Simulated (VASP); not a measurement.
# AgPt4 in VASP: single point with LDA

Aim: the single point of AgPt4 with LDA.

Program: VASP 6.6.1. These are calculated values, not measurements. Logs are shortened: lines on timing, memory, paths and dates and some standing lists are left out, and cuts for length are marked.

### 1 The cell of the first run

The cell holds a slab with vacuum, 5 atoms: a = 2.753 Å, b = 2.753 Å, c = 25.744 Å, α = 90.00°, β = 90.00°, γ = 120.00°.

### 2 Single point, LDA

Input file INCAR:

```
SYSTEM = AgPt4
ALGO = Fast
DIPOL = 0.5 0.5 0.508
EDIFF = 1E-6
ENCUT = 520
GGA = CA
IDIPOL = 3
ISIF = 2
ISMEAR = 0
LASPH = .TRUE.
LCHARG = .FALSE.
LDIPOL = .TRUE.
LREAL = .FALSE.
LWAVE = .FALSE.
NBANDS = 34
NELM = 80
PREC = Accurate
SIGMA = 0.1
```

Input file KPOINTS:

```
k-points
0
G
  12 12 1
  0 0 0
```

Input file POSCAR:

```
AgPt4
1.0
    2.7531922024      0.0000000000      0.0000000000
   -1.3765961012      2.3843343887      0.0000000000
    0.0000000000      0.0000000000     25.7439160596
Pt Ag
4 1
Direct
    0.6666666667      0.3333333333      0.3301750977
    0.3333333333      0.6666666667      0.4174956131
    0.0000000000      0.0000000000      0.5043237900
    0.6666666667      0.3333333333      0.5922371726
    0.6666666667      0.3333333333      0.6962019874
```

Potentials or basis: VASP PAW LDA potentials, release 64 (Pt, Ag).

Started as:

```
$ cat potpaw_LDA.64/Pt/POTCAR potpaw_LDA.64/Ag/POTCAR > POTCAR
$ mpirun -np 1 vasp_std > vasp.out
```

OUTCAR:

```text
SYSTEM = AgPt4
   EDIFF = 1E-6
   ENCUT = 520
   GGA = CA
   ISIF = 2
   ISMEAR = 0
   LASPH = .TRUE.
   LREAL = .FALSE.
   NELM = 80
   PREC = Accurate

 ion  position               nearest neighbor table
   1  0.667  0.333  0.330-   2 2.75   2 2.75   2 2.75
   2  0.333  0.667  0.417-   3 2.74   3 2.74   3 2.74   1 2.75   1 2.75   1 2.75
   3  0.000  0.000  0.504-   2 2.74   2 2.74   2 2.74   4 2.77   4 2.77   4 2.77
   4  0.667  0.333  0.592-   5 2.68   3 2.77   3 2.77   3 2.77
   5  0.667  0.333  0.696-   4 2.68

  LATTYP: Found a hexagonal cell.
 ALAT       =     2.7531922024
 C/A-ratio  =     9.3505698720

  Lattice vectors:

 A1 = (   2.7531922024,   0.0000000000,   0.0000000000)
 A2 = (  -1.3765961012,   2.3843343887,   0.0000000000)
 A3 = (   0.0000000000,   0.0000000000,  25.7439160596)

Analysis of symmetry for initial positions (statically):
=====================================================================
 Subroutine PRICEL returns:
 Original cell was already a primitive cell.

 Routine SETGRP: Setting up the symmetry group for a
 hexagonal supercell.

 Subroutine GETGRP returns: Found  6 space group operations
 (whereof  6 operations were pure point group operations)
 out of a pool of 24 trial point group operations.

The static configuration has the point symmetry C_3v.

Analysis of symmetry for dynamics (positions and initial velocities):
=====================================================================
 Subroutine PRICEL returns:
 Original cell was already a primitive cell.

 Routine SETGRP: Setting up the symmetry group for a
 hexagonal supercell.

 Subroutine GETGRP returns: Found  6 space group operations
 (whereof  6 operations were pure point group operations)
 out of a pool of 24 trial point group operations.

The dynamic configuration has the point symmetry C_3v.

 Subroutine INISYM returns: Found  6 space group operations
 (whereof  6 operations are pure point group operations),
 and found     1 'primitive' translations

----------------------------------------------------------------------------------------

                                     Primitive cell

  volume of cell :     168.9967

  direct lattice vectors                    reciprocal lattice vectors
     2.753192202  0.000000000  0.000000000     0.363214744  0.209702130  0.000000000
    -1.376596101  2.384334389  0.000000000     0.000000000  0.419404260  0.000000000
     0.000000000  0.000000000 25.743916060     0.000000000  0.000000000  0.038844129

  length of vectors
     2.753192202  2.753192202 25.743916060     0.419404260  0.419404260  0.038844129

  position of ions in fractional coordinates (direct lattice)
     0.666666667  0.333333333  0.330175098
     0.333333333  0.666666667  0.417495613
     0.000000000  0.000000000  0.504323790
     0.666666667  0.333333333  0.592237173
     0.666666667  0.333333333  0.696201987

  ion indices of the primitive-cell ions
   primitive index   ion index
                 1           1
                 2           2
                 3           3
                 4           4
                 5           5

----------------------------------------------------------------------------------------

 KPOINTS: k-points

Automatic generation of k-mesh.
 Grid dimensions read from file:
 generate k-points for:   12   12    1

 Generating k-lattice:

  Cartesian coordinates                     Fractional coordinates (reciprocal lattice)
     0.030267895  0.017475178  0.000000000     0.083333333 -0.000000000  0.000000000
     0.000000000  0.034950355  0.000000000     0.000000000  0.083333333  0.000000000
     0.000000000  0.000000000  0.038844129     0.000000000  0.000000000  1.000000000

  Length of vectors
     0.034950355  0.034950355  0.038844129

  Shift w.r.t. Gamma in fractional coordinates (k-lattice)
     0.000000000  0.000000000  0.000000000

 Subroutine IBZKPT returns following result:
 ===========================================

 Found     19 irreducible k-points:

 Following reciprocal coordinates:
            Coordinates               Weight
  0.000000  0.000000  0.000000      1.000000
  0.083333 -0.000000  0.000000      6.000000
  0.166667 -0.000000  0.000000      6.000000
  0.250000  0.000000  0.000000      6.000000
  0.333333 -0.000000  0.000000      6.000000
  0.416667 -0.000000  0.000000      6.000000
[... 11 lines left out ...]
  0.333333  0.250000  0.000000     12.000000
  0.333333  0.333333  0.000000      2.000000
   k-points           NKPTS =     19   k-points in BZ     NKDIM =     19   number of bands    NBANDS=     34
   number of dos      NEDOS =    301   number of ions     NIONS =      5
   total plane-waves  NPLWV =  76800
   dimension x,y,z NGX =    20 NGY =   20 NGZ =  192
   dimension x,y,z NGXF=    40 NGYF=   40 NGZF=  384
   ions per type =               4   1
   NGX,Y,Z   is equivalent  to a cutoff of  12.08, 12.08, 12.40 a.u.
   NGXF,Y,Z  is equivalent  to a cutoff of  24.15, 24.15, 24.80 a.u.
 SYSTEM =  AgPt4
   PREC   = accura    normal or accurate (medium, high low for compatibility)
   ISTART =      0    job   : 0-new  1-cont  2-samecut
   ICHARG =      2    charge: 1-file 2-atom 10-const
   ISPIN  =      1    spin polarized calculation?
   LNONCOLLINEAR =      F non collinear calculations
   LSORBIT =      F    spin-orbit coupling
   LASPH  =      T    aspherical Exc in radial PAW
   ENCUT  =  520.0 eV  38.22 Ry    6.18 a.u.   5.12  5.12 47.87*2*pi/ulx,y,z
   NELM   =     80;   NELMIN=  2; NELMDL= -5     # of ELM steps
   EDIFF  = 0.1E-05   stopping-criterion for ELM
   LREAL  =      F    real-space projection
   EDIFFG = 0.1E-04   stopping-criterion for IOM
   NSW    =      0    number of steps for IOM
   IBRION =     -1    ionic relax: 0-MD 1-quasi-New 2-CG
   NFREE  =      0    steps in history (QN), initial steepest desc. (CG)
   ISIF   =      2    stress and relaxation
   ISYM   =      2    0-nonsym 1-usesym 2-fastsym
   POTIM  = 0.5000    time-step for ionic-motion
   TEBEG  =    0.0;   TEEND  =   0.0 temperature during run
   PSTRESS=    0.0 pullay stress
   NELECT =      51.0000    total number of electrons
   NUPDOWN=      -1.0000    fix difference up-down
   EMIN   =  10.00;   EMAX   =-10.00  energy-range for DOS
   EFERMI =   0.00;   METHOD = LEGACY
   ISMEAR =     0;   SIGMA  =   0.10  broadening in eV -4-tet -1-fermi 0-gaus
   EFERMI_NEDOS =   21; number of points for ismear=-14 and -15
   IALGO  =     68    algorithm
   IMIX   =      4    mixing-type and parameters
     AMIX     =   0.40;   BMIX     =  1.00
     AMIX_MAG =   1.60;   BMIX_MAG =  1.00
  volume/ion in A,a.u.               =      33.80       228.09
  Fermi-wavevector in a.u.,A,eV,Ry     =   1.098092  2.075093 16.405992  1.205806
  Thomas-Fermi vector in A             =   2.234464
   LORBIT       =      0    0 simple, 1 ext, 2 COOP (PROOUT), +10 PAW based schemes
   GGA     = CA    functional components
   LHFCALC =     F    Hartree Fock is set to
   AEXX    =    0.0000 exact exchange contribution
   IVDW    =     0    specifies the selected vdW correction
   LEPSILON=     F    determine dielectric tensor
   LRPA    =     F    only Hartree local field effects (RPA)
 non-spin polarized calculation
 RMM-DIIS sequential band-by-band and
 Gauss-broadening in eV      SIGMA  =   0.10
  energy-cutoff  :      520.00
  volume of cell :      169.00
 maximum number of plane-waves:      4587
   NGX = 11   NGY = 11   NGZ = 95

 dipolmoment           0.000000      0.000000      0.123820 electrons x Angstroem

 number of electron      51.0000005 magnetization

 dipolmoment           0.000000      0.000000     -0.034840 electrons x Angstroem

 Free energy of the ion-electron system (eV)
  ---------------------------------------------------
  ext. energy  EPLUGINS =         0.00000000
  ---------------------------------------------------
  free energy    TOTEN  =       -32.17367849 eV

  energy without entropy =      -32.13566069  energy(sigma->0) =      -32.15466959

 E-fermi :   1.7174     XC(G=0):  -6.8644

 val. band max:        1.7078882570   @ k =   0.3333   0.1667   0.0000
 cond. band min:       1.7363200674   @ k =   0.1667  -0.0000   0.0000
 fundamental gap:      0.0284318104
 Fermi energy:         1.7173535911

 k-point     1 :       0.0000    0.0000    0.0000
  band No.  band energies     occupation
      1      -8.2211      2.00000
      2      -6.9177      2.00000
      3      -5.8442      2.00000
      4      -5.6339      2.00000
      5      -4.5370      2.00000
      6      -3.2015      2.00000
[... 26 lines left out ...]
     33       7.4453      0.00000
     34       7.5864      0.00000

 k-point     2 :       0.0833   -0.0000    0.0000
  band No.  band energies     occupation
      1      -7.9724      2.00000
      2      -6.6748      2.00000
      3      -5.5987      2.00000
      4      -5.3955      2.00000
      5      -4.3399      2.00000
      6      -3.1829      2.00000
[... 26 lines left out ...]
     33       7.6270      0.00000
     34       7.7375      0.00000

 k-point     3 :       0.1667   -0.0000    0.0000
  band No.  band energies     occupation
      1      -7.2796      2.00000
      2      -6.0283      2.00000
      3      -4.9748      2.00000
      4      -4.7739      2.00000
      5      -3.8891      2.00000
      6      -3.2465      2.00000
[... 26 lines left out ...]
     33       8.1019      0.00000
     34       8.2458      0.00000
[... 519 lines left out ...]
 k-point    18 :       0.3333    0.2500    0.0000
  band No.  band energies     occupation
      1      -4.3673      2.00000
      2      -4.2638      2.00000
      3      -3.8210      2.00000
      4      -3.5989      2.00000
      5      -3.4595      2.00000
      6      -3.2109      2.00000
[... 26 lines left out ...]
     33       8.9826      0.00000
     34       9.2582      0.00000

 k-point    19 :       0.3333    0.3333    0.0000
  band No.  band energies     occupation
      1      -4.0056      2.00000
      2      -4.0012      2.00000
      3      -3.9578      2.00000
      4      -3.3885      2.00000
      5      -3.3274      2.00000
      6      -3.2117      2.00000
[... 26 lines left out ...]
     33       8.9428      0.00000
     34       9.0391      0.00000

------------------------ aborting loop because EDIFF is reached ----------------------------------------

 vacuum level on the upper side and lower side of the slab       (xc-potential included)        -0.675         0.260

  FORCE on cell =-STRESS in cart. coord.  units (eV):
  Direction    XX          YY          ZZ          XY          YZ          ZX
  --------------------------------------------------------------------------------------
  -------------------------------------------------------------------------------------
  Total       -4.4647645     -4.4647645      0.3293942      0.0000000      0.0000000     -0.0000000
  in kB      -42.3283013    -42.3283013      3.1228296      0.0000000      0.0000000     -0.0000000
  external PRESSURE =     -27.1779243 kB  Pullay stress =       0.0000000 kB

 VOLUME and BASIS-vectors are now :
 -----------------------------------------------------------------------------
  energy-cutoff  :      520.00
  volume of cell :      169.00
      direct lattice vectors                 reciprocal lattice vectors
     2.753192202  0.000000000  0.000000000     0.363214744  0.209702130  0.000000000
    -1.376596101  2.384334389  0.000000000     0.000000000  0.419404260  0.000000000
     0.000000000  0.000000000 25.743916060     0.000000000  0.000000000  0.038844129

 POSITION                                       TOTAL-FORCE (eV/Angst)
 -----------------------------------------------------------------------------------
      1.37660      0.79478      8.50000         0.000000      0.000000     -0.083092
     -0.00000      1.58956     10.74797         0.000000      0.000000      0.048784
      0.00000      0.00000     12.98327         0.000000      0.000000     -0.009151
      1.37660      0.79478     15.24650         0.000000      0.000000      0.033854
      1.37660      0.79478     17.92297        -0.000000     -0.000000      0.009605
 -----------------------------------------------------------------------------------
    total drift:                                0.000000     -0.000000      0.000375

  FREE ENERGIE OF THE ION-ELECTRON SYSTEM (eV)
  ---------------------------------------------------
  free  energy   TOTEN  =       -32.1736784907 eV

  energy  without entropy=      -32.1356606882  energy(sigma->0) =      -32.15466959

 vacuum level on the upper side and lower side of the slab         6.665         7.614
```

Run time: 4 min. Hardware: 1 thread of Intel Xeon Platinum 8488C (Sapphire Rapids), shared host; peak memory 0.27 GiB.

Results:

| Property | Result |
| --- | --- |
| Free energy | -32.1737 eV |
| Largest force | 0.083 eV/Å |

Forces on the atoms (eV/Å):
```
Pt   0.000  0.000 -0.083
Pt   0.000  0.000  0.049
Pt   0.000  0.000 -0.009
Pt   0.000  0.000  0.034
Ag   0.000  0.000  0.010
```

Levels at points of the mesh, in eV from the Fermi level:
| k point | band 21 | band 22 | band 23 | band 24 | band 25 | band 26 | band 27 | band 28 | band 29 | band 30 |
| --- | --- | --- | --- | --- | --- | --- | --- | --- | --- | --- |
| (0.00, 0.00, 0.00) | -2.52 | -1.65 | -1.65 | -1.31 | -1.31 | -0.60 | -0.57 | -0.57 | -0.03 | -0.03 |
| (0.50, 0.00, 0.00) | -0.13 | 0.10 | 0.28 | 0.50 | 0.61 | 0.68 | 1.77 | 2.69 | 2.83 | 3.40 |

Caveat: spin-orbit coupling is left out, which moves the levels of the heavy elements.
